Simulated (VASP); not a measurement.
# AlN (F-43m) in VASP: notebook, part 2 of 2

VASP 6.6.1. Earlier steps stand in the parts before.

**5. Single point, BLYP**

This run uses another cell than the first one, of 10.83 Å³/atom, 1.040 times its volume.

File INCAR:

```
PREC = Accurate
ENCUT = 520
EDIFF = 1E-6
ISMEAR = -1
SIGMA = 0.05
LREAL = False
LASPH = True
NELM = 60
ALGO = Normal
ISIF = 2
LWAVE = False
LCHARG = False
GGA = B5
ALDAX = 1.0
AGGAX = 1.0
AGGAC = 1.0
ALDAC = 0.0
NBANDS = 11
```

File KPOINTS:

```
regular mesh
0
Gamma
  10 10 10
```

File POSCAR:

```
AlN
1.0
    0.0000000000      2.2127773422      2.2127773422
    2.2127773422      0.0000000000      2.2127773422
    2.2127773422      2.2127773422      0.0000000000
Al N
1 1
Direct
    0.0000000000      0.0000000000      0.0000000000
    0.2500000000      0.2500000000      0.2500000000
```

Potentials or basis: VASP PAW PBE potentials, release 64 (Al, N).

Launch:

```console
$ cat potpaw_PBE.64/Al/POTCAR potpaw_PBE.64/N/POTCAR > POTCAR
$ mpirun -np 1 vasp_std > vasp.out
```

OUTCAR:

```text
PREC = Accurate
   ENCUT = 520
   EDIFF = 1E-6
   ISMEAR = -1
   LREAL = False
   LASPH = True
   NELM = 60
   ISIF = 2
   GGA = B5

 ion  position               nearest neighbor table
   1  0.000  0.000  0.000-   2 1.92   2 1.92   2 1.92   2 1.92
   2  0.250  0.250  0.250-   1 1.92   1 1.92   1 1.92   1 1.92

  LATTYP: Found a face centered cubic cell.
 ALAT       =     4.4255546844

  Lattice vectors:

 A1 = (   0.0000000000,   2.2127773422,   2.2127773422)
 A2 = (   2.2127773422,   0.0000000000,   2.2127773422)
 A3 = (   2.2127773422,   2.2127773422,   0.0000000000)

Analysis of symmetry for initial positions (statically):
=====================================================================
 Subroutine PRICEL returns:
 Original cell was already a primitive cell.

 Routine SETGRP: Setting up the symmetry group for a
 face centered cubic supercell.

 Subroutine GETGRP returns: Found 24 space group operations
 (whereof 24 operations were pure point group operations)
 out of a pool of 48 trial point group operations.

The static configuration has the point symmetry T_d .

[... 168 lines left out ...]
      1      -8.6514      2.00000
      2       6.0068      2.00000
      3       6.0068      2.00000
      4       6.0068      2.00000
      5      10.1338      0.00000
      6      18.2349      0.00000
      7      18.2349      0.00000
      8      18.2349      0.00000
      9      23.4814      0.00000
     10      23.4814      0.00000
     11      24.9681      0.00000
[... 309 lines left out ...]
 k-point    24 :       0.4000    0.3000    0.0000
  band No.  band energies     occupation
      1      -6.7733      2.00000
      2       2.0139      2.00000
      3       4.3788      2.00000
      4       4.6576      2.00000
      5      11.1416      0.00000
      6      15.4159      0.00000
      7      17.9163      0.00000
      8      20.2476      0.00000
      9      20.7311      0.00000
     10      26.9706      0.00000
     11      29.0641      0.00000

 [... further k-points ...]

------------------------ aborting loop because EDIFF is reached ----------------------------------------

  FORCE on cell =-STRESS in cart. coord.  units (eV):
  Direction    XX          YY          ZZ          XY          YZ          ZX
  --------------------------------------------------------------------------------------
  -------------------------------------------------------------------------------------
  Total        0.0427466      0.0427466      0.0427466      0.0000000      0.0000000      0.0000000
  in kB        3.1605974      3.1605974      3.1605974      0.0000000      0.0000000      0.0000000
  external PRESSURE =       3.1605974 kB  Pullay stress =       0.0000000 kB

 VOLUME and BASIS-vectors are now :
 -----------------------------------------------------------------------------
  energy-cutoff  :      520.00
  volume of cell :       21.67
      direct lattice vectors                 reciprocal lattice vectors
     0.000000000  2.212777342  2.212777342    -0.225960376  0.225960376  0.225960376
     2.212777342  0.000000000  2.212777342     0.225960376 -0.225960376  0.225960376
     2.212777342  2.212777342  0.000000000     0.225960376  0.225960376 -0.225960376

 POSITION                                       TOTAL-FORCE (eV/Angst)
 -----------------------------------------------------------------------------------
      0.00000      0.00000      0.00000         0.000000      0.000000      0.000000
      1.10639      1.10639      1.10639        -0.000000     -0.000000     -0.000000
 -----------------------------------------------------------------------------------
    total drift:                               -0.000000     -0.000000     -0.000000

  FREE ENERGIE OF THE ION-ELECTRON SYSTEM (eV)
  ---------------------------------------------------
  free  energy   TOTEN  =       -13.9005276397 eV

  energy  without entropy=      -13.9005276396  energy(sigma->0) =      -13.90052764
```

OSZICAR:

```text
N       E                     dE             d eps       ncg     rms          rms(c)
DAV:   1     0.117569687775E+02    0.11757E+02   -0.36378E+03  1058   0.588E+02
DAV:   2    -0.157503899277E+02   -0.27507E+02   -0.26298E+02  1263   0.139E+02
DAV:   3    -0.166797531548E+02   -0.92936E+00   -0.92816E+00  1271   0.238E+01
DAV:   4    -0.166851341861E+02   -0.53810E-02   -0.53807E-02  1178   0.195E+00
DAV:   5    -0.166852080668E+02   -0.73881E-04   -0.73880E-04  1262   0.223E-01    0.915E+00
DAV:   6    -0.139044467499E+02    0.27808E+01   -0.14976E+01  1220   0.192E+01    0.272E+00
DAV:   7    -0.139087996088E+02   -0.43529E-02   -0.18871E-01  1115   0.359E+00    0.199E+00
DAV:   8    -0.139025046436E+02    0.62950E-02   -0.42833E-02  1139   0.196E+00    0.633E-01
DAV:   9    -0.139004761882E+02    0.20285E-02   -0.54245E-03  1229   0.461E-01    0.240E-01
DAV:  10    -0.139005242416E+02   -0.48053E-04   -0.54093E-04  1124   0.155E-01    0.191E-02
DAV:  11    -0.139005276651E+02   -0.34234E-05   -0.95891E-06  1229   0.255E-02    0.181E-02
DAV:  12    -0.139005276397E+02    0.25373E-07   -0.10784E-06  1172   0.705E-03
   1 F= -.13900528E+02 E0= -.13900528E+02  d E =-.451702E-10
```

stdout:

```text
POSCAR found type information on POSCAR AlN
 POSCAR found :  2 types and       2 ions
 scaLAPACK will be used
 -----------------------------------------------------------------------------
|                                                                             |
|                                                                             |
|     You enforced a specific xc type in the INCAR file but a different       |
|     I HOPE YOU KNOW WHAT YOU ARE DOING!                                     |
|                                                                             |
 -----------------------------------------------------------------------------

 LDA part: xc-table for (Slater(with rela. corr.)+VWN5), standard interpolation
 POSCAR, INCAR and KPOINTS ok, starting setup
 FFT: planning ... GRIDC
 FFT: planning ... GRID_SOFT
 FFT: planning ... GRID
 WAVECAR not read
 entering main loop
```

Wall time 18 s (1 thread of Intel Xeon 6975P-C, shared host); peak memory 0.13 GiB.

What came out:

```
Free energy            : -13.9005 eV
Pressure               : 0.3 GPa
Band gap on the k mesh : 3.65 eV, indirect (least direct gap 4.13 eV)
```

Caveat: the PAW data sets were made with another functional, which shifts forces and pressure a little.

**6. Single point, PBE**

This run uses another cell than the first one, of 10.67 Å³/atom, 1.024 times its volume.

File INCAR:

```
ALGO = Normal
EDIFF = 1E-6
ENCUT = 520
GGA = PE
ISIF = 2
ISMEAR = -1
LASPH = T
LCHARG = F
LREAL = F
LWAVE = F
NBANDS = 11
NELM = 60
PREC = Accurate
SIGMA = 0.05
```

File KPOINTS:

```
k-points
0
Gamma
  10 10 10
```

File POSCAR:

```
AlN
1.0
    0.0000000000      2.2012240239      2.2012240239
    2.2012240239      0.0000000000      2.2012240239
    2.2012240239      2.2012240239      0.0000000000
Al N
1 1
Direct
    0.0000000000      0.0000000000      0.0000000000
    0.2500000000      0.2500000000      0.2500000000
```

Potentials or basis: VASP PAW PBE potentials, release 64 (Al, N).

Launch:

```console
$ cat potpaw_PBE.64/Al/POTCAR potpaw_PBE.64/N/POTCAR > POTCAR
$ mpirun -np 1 vasp_std > vasp.out
```

OUTCAR:

```text
EDIFF = 1E-6
   ENCUT = 520
   GGA = PE
   ISIF = 2
   ISMEAR = -1
   LASPH = T
   LREAL = F
   NELM = 60
   PREC = Accurate

 ion  position               nearest neighbor table
   1  0.000  0.000  0.000-   2 1.91   2 1.91   2 1.91   2 1.91
   2  0.250  0.250  0.250-   1 1.91   1 1.91   1 1.91   1 1.91

  LATTYP: Found a face centered cubic cell.
 ALAT       =     4.4024480478

  Lattice vectors:

 A1 = (   0.0000000000,   2.2012240239,   2.2012240239)
 A2 = (   2.2012240239,   0.0000000000,   2.2012240239)
 A3 = (   2.2012240239,   2.2012240239,   0.0000000000)

Analysis of symmetry for initial positions (statically):
=====================================================================
 Subroutine PRICEL returns:
 Original cell was already a primitive cell.

 Routine SETGRP: Setting up the symmetry group for a
 face centered cubic supercell.

 Subroutine GETGRP returns: Found 24 space group operations
 (whereof 24 operations were pure point group operations)
 out of a pool of 48 trial point group operations.

The static configuration has the point symmetry T_d .

Analysis of symmetry for dynamics (positions and initial velocities):
=====================================================================
 Subroutine PRICEL returns:
 Original cell was already a primitive cell.

 Routine SETGRP: Setting up the symmetry group for a
 face centered cubic supercell.

 Subroutine GETGRP returns: Found 24 space group operations
 (whereof 24 operations were pure point group operations)
 out of a pool of 48 trial point group operations.

The dynamic configuration has the point symmetry T_d .

 Subroutine INISYM returns: Found 24 space group operations
 (whereof 24 operations are pure point group operations),
 and found     1 'primitive' translations

----------------------------------------------------------------------------------------

[... 117 lines left out ...]
   GGA     = PE    functional components
   LHFCALC =     F    Hartree Fock is set to
   AEXX    =    0.0000 exact exchange contribution
   IVDW    =     0    specifies the selected vdW correction
   LEPSILON=     F    determine dielectric tensor
   LRPA    =     F    only Hartree local field effects (RPA)
 non-spin polarized calculation
  energy-cutoff  :      520.00
  volume of cell :       21.33
 maximum number of plane-waves:       589
   NGX = 11   NGY = 11   NGZ = 11

 number of electron       8.0000001 magnetization

 Free energy of the ion-electron system (eV)
  ---------------------------------------------------
  ext. energy  EPLUGINS =         0.00000000
  ---------------------------------------------------
  free energy    TOTEN  =       -14.84743956 eV

  energy without entropy =      -14.84743956  energy(sigma->0) =      -14.84743956

 E-fermi :   6.7815     XC(G=0): -10.8312

 val. band max:        5.7497009666   @ k =   0.0000   0.0000   0.0000
 cond. band min:       9.0548700930   @ k =   0.5000   0.5000   0.0000
 fundamental gap:      3.3051691264
 Fermi energy:         6.7814613538

 k-point     1 :       0.0000    0.0000    0.0000
  band No.  band energies     occupation
      1      -9.0956      2.00000
      2       5.7497      2.00000
      3       5.7497      2.00000
      4       5.7497      2.00000
      5       9.7383      0.00000
      6      18.0782      0.00000
      7      18.0782      0.00000
      8      18.0782      0.00000
      9      23.2501      0.00000
     10      23.2501      0.00000
     11      24.6066      0.00000
[... 309 lines left out ...]
 k-point    24 :       0.4000    0.3000    0.0000
  band No.  band energies     occupation
      1      -7.1524      2.00000
      2       1.6488      2.00000
      3       4.0735      2.00000
      4       4.3666      2.00000
      5      10.6125      0.00000
      6      15.1251      0.00000
      7      17.7253      0.00000
      8      20.0799      0.00000
      9      20.5717      0.00000
     10      26.7929      0.00000
     11      28.9067      0.00000

 [... further k-points ...]

------------------------ aborting loop because EDIFF is reached ----------------------------------------

  FORCE on cell =-STRESS in cart. coord.  units (eV):
  Direction    XX          YY          ZZ          XY          YZ          ZX
  --------------------------------------------------------------------------------------
  -------------------------------------------------------------------------------------
  Total       -0.0251977     -0.0251977     -0.0251977      0.0000000     -0.0000000      0.0000000
  in kB       -1.8925598     -1.8925598     -1.8925598      0.0000000     -0.0000000      0.0000000
  external PRESSURE =      -1.8925598 kB  Pullay stress =       0.0000000 kB

 VOLUME and BASIS-vectors are now :
 -----------------------------------------------------------------------------
  energy-cutoff  :      520.00
  volume of cell :       21.33
      direct lattice vectors                 reciprocal lattice vectors
     0.000000000  2.201224024  2.201224024    -0.227146349  0.227146349  0.227146349
     2.201224024  0.000000000  2.201224024     0.227146349 -0.227146349  0.227146349
     2.201224024  2.201224024  0.000000000     0.227146349  0.227146349 -0.227146349

 POSITION                                       TOTAL-FORCE (eV/Angst)
 -----------------------------------------------------------------------------------
      0.00000      0.00000      0.00000         0.000000      0.000000      0.000000
      1.10061      1.10061      1.10061        -0.000000     -0.000000     -0.000000
 -----------------------------------------------------------------------------------
    total drift:                                0.000000      0.000000      0.000000

  FREE ENERGIE OF THE ION-ELECTRON SYSTEM (eV)
  ---------------------------------------------------
  free  energy   TOTEN  =       -14.8474395588 eV

  energy  without entropy=      -14.8474395588  energy(sigma->0) =      -14.84743956
```

OSZICAR:

```text
N       E                     dE             d eps       ncg     rms          rms(c)
DAV:   1     0.110457993142E+02    0.11046E+02   -0.38768E+03  1074   0.602E+02
DAV:   2    -0.163161395797E+02   -0.27362E+02   -0.26411E+02  1297   0.137E+02
DAV:   3    -0.171792122544E+02   -0.86307E+00   -0.86214E+00  1256   0.230E+01
DAV:   4    -0.171839236029E+02   -0.47113E-02   -0.47109E-02  1187   0.187E+00
DAV:   5    -0.171839852300E+02   -0.61627E-04   -0.61626E-04  1229   0.200E-01    0.851E+00
DAV:   6    -0.148558307922E+02    0.23282E+01   -0.11941E+01  1218   0.172E+01    0.280E+00
DAV:   7    -0.148539900367E+02    0.18408E-02   -0.16173E-01  1142   0.319E+00    0.203E+00
DAV:   8    -0.148489202091E+02    0.50698E-02   -0.29653E-02  1127   0.162E+00    0.593E-01
DAV:   9    -0.148473829464E+02    0.15373E-02   -0.44102E-03  1241   0.393E-01    0.234E-01
DAV:  10    -0.148474282341E+02   -0.45288E-04   -0.45442E-04  1112   0.137E-01    0.174E-02
DAV:  11    -0.148474397574E+02   -0.11523E-04   -0.11912E-05  1214   0.258E-02    0.170E-02
DAV:  12    -0.148474395588E+02    0.19862E-06   -0.60958E-07   718   0.578E-03
   1 F= -.14847440E+02 E0= -.14847440E+02  d E =-.490412E-10
```

Wall time 12 s (1 thread of Intel Xeon 6975P-C, shared host); peak memory 0.13 GiB.

What came out:

| Item | Value |
| --- | --- |
| Free energy | -14.8474 eV |
| Pressure | -0.2 GPa |
| Band gap on the k mesh | 3.31 eV, indirect (least direct gap 3.99 eV) |

**7. The runs side by side**

```csv
level,cell,smearing,gap on the mesh (eV),pressure (GPa)
PBE,"a = 3.089 Å, angles 60.0°, 2 atoms",gaussian 0.028 eV,3.32,4.6
PBE,"a = 3.089 Å, angles 60.0°, 2 atoms",gaussian 0.011 eV,3.32,4.6
PBE,"a = 3.089 Å, angles 60.0°, 2 atoms",gaussian 0.018 eV,3.32,4.6
BLYP,"a = 3.129 Å, angles 60.0°, 2 atoms",fermi-dirac 0.05 eV,3.65,0.3
PBE,"a = 3.113 Å, angles 60.0°, 2 atoms",fermi-dirac 0.05 eV,3.31,-0.2
```

Alike in all rows: task single point; potentials or basis VASP PAW PBE potentials, release 64 (Al, N); no spin polarisation; k mesh 10 × 10 × 10; cutoff (eV) 520.

On the cell as given the gap runs from 3.32 eV (PBE) to 3.32 eV (PBE).

Caveats: the PAW data sets were made with another functional, which shifts forces and pressure a little (some runs).

Absolute energies hang on the potentials; compare differences alone.
